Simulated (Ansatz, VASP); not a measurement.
## Two plane-wave programs on Al3B2N5

```
Al B N
1.0
    -1.43006    1.43006    9.14170
     1.43006   -1.43006    9.14170
     1.43006    1.43006   -9.14170
Al B N
3 2 5
Direct
  0.88789 0.88789 0.00000
  0.50000 0.50000 0.00000
  0.11211 0.11211 0.00000
  0.70684 0.70684 0.00000
  0.29316 0.29316 0.00000
  0.00000 0.00000 0.00000
  0.61321 0.61321 0.00000
  0.21185 0.21185 0.00000
  0.78815 0.78815 0.00000
  0.38679 0.38679 0.00000
```

Alike in both runs: functional PBE; k mesh 8 × 8 × 8; occupations gaussian, width 0.1 eV; no spin polarisation.

Ansatz relaxed the structure, and its values are those at the end. VASP's run is a single point on that final structure, the one shown.

|  | VASP | Ansatz |
| --- | --- | --- |
| version | VASP 6.6.1 | Ansatz 0.2.0 |
| potentials or method | VASP PAW PBE potentials, release 64 (Al, B, N), cutoff 520 eV | scalar-relativistic, plane waves, PAW |
| valence electrons in the cell | 40 | 40 |

|  | VASP | Ansatz | Ansatz less VASP |
| --- | --- | --- | --- |
| gap on the k mesh at the Fermi level (eV) | 1.98 | 2.00 | +0.017 |
| least direct gap on the mesh (eV) | 2.11 | 2.12 | +0.017 |
| pressure (GPa) | 0.0 | 0.2 | +0.18 |
| rms of the force components (eV/Å) | 0.014 | 0.006 | -0.0072 |

The functional is the same, so the differences come from potentials, cutoffs and numerics.
